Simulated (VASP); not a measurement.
# CoSn (P6/mmm) in VASP: further runs, part 2 of 2

VASP 6.6.1. The steps go on from the part before.

**3. Relaxation of shape and atoms at fixed volume, PBE (17.64 Å³/atom)**

This run uses another cell than the first one, of 17.64 Å³/atom.

File INCAR:

```
SYSTEM = CoSn
  ALGO = Fast
  EDIFF = 1E-6
  EDIFFG = -0.01
  ENCUT = 600
  GGA = PE
  IBRION = 2
  ISIF = 4
  ISMEAR = 0
  LASPH = .True.
  LCHARG = .False.
  LREAL = .False.
  LWAVE = .False.
  NELM = 80
  NSW = 50
  PREC = Accurate
  SIGMA = 0.1
```

File KPOINTS:

```
k-points
0
Gamma
  12 12 8
  0 0 0
```

File POSCAR:

```
CoSn
1.0
    5.3490298473      0.0000000000      0.0000000000
   -2.6745149236      4.6323957333      0.0000000000
    0.0000000000      0.0000000000      4.2721744377
Co Sn
3 3
Direct
    0.0000000000      0.5000000000      0.0000000000
    0.5000000000      0.5000000000      0.0000000000
    0.5000000000      0.0000000000      0.0000000000
    0.6666666667      0.3333333333      0.5000000000
    0.3333333333      0.6666666667      0.5000000000
    0.0000000000      0.0000000000      0.0000000000
```

Potentials or basis: VASP PAW PBE potentials, release 64 (Co, Sn_d).

The run is started by

```console
cat potpaw_PBE.64/Co/POTCAR potpaw_PBE.64/Sn_d/POTCAR > POTCAR
mpirun -np 1 vasp_std > vasp.out
```

OUTCAR:

```text
SYSTEM = CoSn
   EDIFF = 1E-6
   EDIFFG = -0.01
   ENCUT = 600
   GGA = PE
   IBRION = 2
   ISIF = 4
   ISMEAR = 0
   LASPH = .True.
   LREAL = .False.
   NELM = 80
   NSW = 50
   PREC = Accurate

 ion  position               nearest neighbor table
   1  0.000  0.500  0.000-   4 2.64   5 2.64   4 2.64   5 2.64   6 2.67   6 2.67   3 2.67   3 2.67
                             2 2.67   2 2.67
   2  0.500  0.500  0.000-   4 2.64   5 2.64   4 2.64   5 2.64   3 2.67   3 2.67   6 2.67   6 2.67
                             1 2.67   1 2.67
   3  0.500  0.000  0.000-   4 2.64   5 2.64   4 2.64   5 2.64   2 2.67   2 2.67   1 2.67   1 2.67
                             6 2.67   6 2.67
   4  0.667  0.333  0.500-   3 2.64   3 2.64   1 2.64   1 2.64   2 2.64   2 2.64   5 3.09   5 3.09
                             5 3.09   6 3.76   6 3.76   6 3.76   6 3.76   6 3.76   6 3.76
   5  0.333  0.667  0.500-   3 2.64   3 2.64   1 2.64   1 2.64   2 2.64   2 2.64   4 3.09   4 3.09
                             4 3.09   6 3.76   6 3.76   6 3.76   6 3.76   6 3.76   6 3.76
   6  0.000  0.000  0.000-   1 2.67   1 2.67   2 2.67   2 2.67   3 2.67   3 2.67   5 3.76   4 3.76
                             5 3.76   4 3.76   4 3.76   4 3.76   5 3.76   5 3.76   4 3.76   5 3.76

[... 194 lines left out ...]

 E-fermi :   9.3482     XC(G=0): -11.5499

 val. band max:        9.3287800124   @ k =   0.3333   0.0000   0.1250
 cond. band min:       9.3758050894   @ k =   0.2500  -0.0000   0.0000
 fundamental gap:      0.0470250770
 Fermi energy:         9.3481703890

 k-point     1 :       0.0000    0.0000    0.0000
  band No.  band energies     occupation
      1     -12.1544      2.00000
      2     -12.0447      2.00000
      3     -12.0447      2.00000
      4     -11.9966      2.00000
      5     -11.9966      2.00000
      6     -11.8941      2.00000
[... 1045 lines left out ...]
     40      12.6984      0.00000
     41      13.4281      0.00000

 [... further k-points ...]
[... 5 lines left out ...]
  --------------------------------------------------------------------------------------
  -------------------------------------------------------------------------------------
  Total       -2.3288680     -2.3288680     -2.3778148     -0.0000000      0.0000000      0.0000000
  in kB      -35.2472963    -35.2472963    -35.9881036     -0.0000000      0.0000000      0.0000000
  external PRESSURE =     -35.4942320 kB  Pullay stress =       0.0000000 kB

 VOLUME and BASIS-vectors are now :
 -----------------------------------------------------------------------------
  energy-cutoff  :      600.00
  volume of cell :      105.86
      direct lattice vectors                 reciprocal lattice vectors
     5.349029847  0.000000000  0.000000000     0.186949789  0.107935511  0.000000000
    -2.674514924  4.632395733  0.000000000     0.000000000  0.215871022  0.000000000
     0.000000000  0.000000000  4.272174438     0.000000000  0.000000000  0.234072839

 POSITION                                       TOTAL-FORCE (eV/Angst)
 -----------------------------------------------------------------------------------
     -1.33726      2.31620      0.00000        -0.000000      0.000000      0.000000
      1.33726      2.31620      0.00000        -0.000000      0.000000      0.000000
      2.67451      0.00000      0.00000        -0.000000      0.000000      0.000000
      2.67451      1.54413      2.13609         0.000000      0.000000     -0.000000
     -0.00000      3.08826      2.13609        -0.000000     -0.000000      0.000000
      0.00000      0.00000      0.00000        -0.000000      0.000000      0.000000
 -----------------------------------------------------------------------------------
    total drift:                               -0.000000      0.000000      0.000000

  FREE ENERGIE OF THE ION-ELECTRON SYSTEM (eV)
  ---------------------------------------------------
  free  energy   TOTEN  =       -33.2237482442 eV

  energy  without entropy=      -33.2107077125  energy(sigma->0) =      -33.21722798

 reached required accuracy - stopping structural energy minimisation
```

OSZICAR:

```text
N       E                     dE             d eps       ncg     rms          rms(c)
DAV:   1     0.722307503980E+03    0.72231E+03   -0.34835E+04  7839   0.287E+03
DAV:   2     0.755686460656E+02   -0.64674E+03   -0.63305E+03  7790   0.684E+02
DAV:   3    -0.299002389888E+02   -0.10547E+03   -0.10279E+03  7966   0.246E+02
DAV:   4    -0.355842482161E+02   -0.56840E+01   -0.56190E+01  9282   0.618E+01
DAV:   5    -0.357679524873E+02   -0.18370E+00   -0.18353E+00 10575   0.104E+01    0.142E+01
RMM:   6    -0.376743227580E+02   -0.19064E+01   -0.37192E+01  7805   0.431E+01    0.162E+01
RMM:   7    -0.334739225658E+02    0.42004E+01   -0.11338E+01  7913   0.274E+01    0.382E+00
RMM:   8    -0.332247562206E+02    0.24917E+00   -0.93964E-01  8231   0.490E+00    0.113E+00
RMM:   9    -0.332207979123E+02    0.39583E-02   -0.19489E-01 10448   0.284E+00    0.227E-01
RMM:  10    -0.332230918253E+02   -0.22939E-02   -0.34956E-02 10922   0.105E+00    0.142E-01
RMM:  11    -0.332236080431E+02   -0.51622E-03   -0.59798E-03 11817   0.423E-01    0.692E-02
RMM:  12    -0.332237217499E+02   -0.11371E-03   -0.10759E-03 12256   0.181E-01    0.268E-02
RMM:  13    -0.332237398576E+02   -0.18108E-04   -0.23459E-04 12491   0.764E-02    0.121E-02
RMM:  14    -0.332237466373E+02   -0.67797E-05   -0.69698E-05 11085   0.378E-02    0.645E-03
RMM:  15    -0.332237477645E+02   -0.11272E-05   -0.13502E-05  8489   0.214E-02    0.284E-03
RMM:  16    -0.332237482442E+02   -0.47973E-06   -0.47192E-06  6151   0.129E-02
   1 F= -.33223748E+02 E0= -.33217228E+02  d E =-.332237E+02
```

CONTCAR:

```text
CoSn
   1.00000000000000
     5.3490298472999998    0.0000000000000000    0.0000000000000000
    -2.6745149235999999    4.6323957333000001    0.0000000000000000
     0.0000000000000000    0.0000000000000000    4.2721744377000004
  Co              Sn
     3     3
Direct
     0.0000000000000000    0.5000000000000000    0.0000000000000000
     0.5000000000000000    0.5000000000000000    0.0000000000000000
     0.5000000000000000    0.0000000000000000    0.0000000000000000
     0.6666666667000030    0.3333333332999970    0.5000000000000000
     0.3333333332999970    0.6666666667000030    0.5000000000000000
     0.0000000000000000    0.0000000000000000    0.0000000000000000

  0.00000000E+00  0.00000000E+00  0.00000000E+00
  0.00000000E+00  0.00000000E+00  0.00000000E+00
  0.00000000E+00  0.00000000E+00  0.00000000E+00
  0.00000000E+00  0.00000000E+00  0.00000000E+00
  0.00000000E+00  0.00000000E+00  0.00000000E+00
  0.00000000E+00  0.00000000E+00  0.00000000E+00
```

Run time: 19 min. Hardware: 1 thread of Oxide Virtual Turin-like, shared host; peak memory 0.52 GiB.

Results:

* Free energy: -33.2237 eV
* Pressure after relaxing: -3.5 GPa
* Band gap on the k mesh: zero (an odd number of electrons rules out a gap without spin polarisation)

Final structure:
```
Co Sn
1.0
     5.34903    0.00000    0.00000
    -2.67451    4.63240    0.00000
     0.00000    0.00000    4.27217
Co Sn
3 3
Direct
  0.00000 0.50000 0.00000
  0.50000 0.50000 0.00000
  0.50000 0.00000 0.00000
  0.66667 0.33333 0.50000
  0.33333 0.66667 0.50000
  0.00000 0.00000 0.00000
```

Caveat: the relaxation stopped at its first step, so nothing moved; spin-orbit coupling is left out, which moves the levels of the heavy elements; the run has no spin polarisation, though such a crystal can be magnetic. Spin polarisation is off, so any magnetic state and its effect on volume and gap are missing.

**4. Relaxation of shape and atoms at fixed volume, PBE (18.84 Å³/atom)**

This run uses another cell than the first one, of 18.84 Å³/atom.

File INCAR:

```
SYSTEM = CoSn
PREC     = Accurate       ! precision mode
ENCUT    = 600            ! plane-wave cutoff, eV
EDIFF    = 1E-7           ! SCF threshold, eV
ISMEAR   = 0              ! smearing method
SIGMA    = 0.1            ! smearing width, eV
LREAL    = .FALSE.        ! projectors in reciprocal space
LASPH    = .TRUE.         ! aspherical terms in the spheres
NELM     = 60             ! most SCF steps
ALGO     = Fast           ! electronic algorithm
ISIF     = 4              ! what is computed and relaxed
LWAVE    = .FALSE.        ! write WAVECAR
LCHARG   = .FALSE.        ! write CHGCAR
GGA      = PE             ! functional
IBRION   = 2              ! ionic algorithm
NSW      = 50             ! ionic steps
EDIFFG   = -0.01          ! ionic threshold
```

File KPOINTS:

```
regular mesh
0
G
  12 12 8
  0 0 0
```

POSCAR: that of step 3 with these lines changed.

```diff
@@ -2,5 +2,5 @@
 1.0
-    5.3490298473      0.0000000000      0.0000000000
-   -2.6745149236      4.6323957333      0.0000000000
-    0.0000000000      0.0000000000      4.2721744377
+    5.4675593762      0.0000000000      0.0000000000
+   -2.7337796881      4.7350453165      0.0000000000
+    0.0000000000      0.0000000000      4.3668418518
 Co Sn
```

The run is started by

```console
cat potpaw_PBE.64/Co/POTCAR potpaw_PBE.64/Sn_d/POTCAR > POTCAR
mpirun -np 1 vasp_std > vasp.out
```

Wall time 23 min (1 thread of Oxide Virtual Turin-like, shared host); peak memory 0.55 GiB.

The run converged. Its results:

* Free energy: -32.9182 eV
* Pressure after relaxing: -9.7 GPa
* Band gap on the k mesh: zero (an odd number of electrons rules out a gap without spin polarisation)

Final structure:
```yaml
crystal:
  lattice:
    - [5.46756, 0.00000, 0.00000]
    - [-2.73378, 4.73505, 0.00000]
    - [0.00000, 0.00000, 4.36684]
  atoms:
    - { symbol: Co, position: [0.00000, 0.50000, 0.00000] }
    - { symbol: Co, position: [0.50000, 0.50000, 0.00000] }
    - { symbol: Co, position: [0.50000, 0.00000, 0.00000] }
    - { symbol: Sn, position: [0.66667, 0.33333, 0.50000] }
    - { symbol: Sn, position: [0.33333, 0.66667, 0.50000] }
    - { symbol: Sn, position: [0.00000, 0.00000, 0.00000] }
```

Levels at points of the mesh, in eV from the Fermi level:
```tsv
k point	band 32	band 33	band 34	band 35	band 36	band 37
(0.00, 0.00, 0.00)	-0.37	-0.35	-0.35	0.39	0.43	1.18
(0.50, 0.00, 0.00)	-0.36	-0.35	0.63	0.92	1.35	1.63
(0.00, 0.00, 0.50)	-0.42	-0.42	-0.41	-0.34	-0.34	-0.05
(0.50, 0.00, 0.50)	-0.61	-0.41	-0.36	-0.34	-0.16	0.42
```

Caveat: the relaxation stopped at its first step, so nothing moved; spin-orbit coupling is left out, which moves the levels of the heavy elements; the run has no spin polarisation, though such a crystal can be magnetic. Spin polarisation is off, so any magnetic state and its effect on volume and gap are missing.

**5. The runs side by side**

| cell | gap on the mesh (eV) | pressure (GPa) |
| --- | --- | --- |
| relaxed from a = 5.400, b = 5.400, c = 4.313 Å, angles 90.0, 90.0, 120.0°, 6 atoms | none | -6.5 |
| relaxed from a = 5.349, b = 5.349, c = 4.272 Å, angles 90.0, 90.0, 120.0°, 6 atoms | none | -3.5 |
| relaxed from a = 5.468, b = 5.468, c = 4.367 Å, angles 90.0, 90.0, 120.0°, 6 atoms | none | -9.7 |

Alike in all rows: task relaxation of shape and atoms at fixed volume; level PBE; potentials or basis VASP PAW PBE potentials, release 64 (Co, Sn_d); no spin polarisation; k mesh 12 × 12 × 8; cutoff (eV) 600; smearing gaussian 0.1 eV.

Caveats: the relaxation stopped at its first step, so nothing moved; spin-orbit coupling is left out, which moves the levels of the heavy elements; the run has no spin polarisation, though such a crystal can be magnetic.

Absolute energies hang on the potentials; compare differences alone.
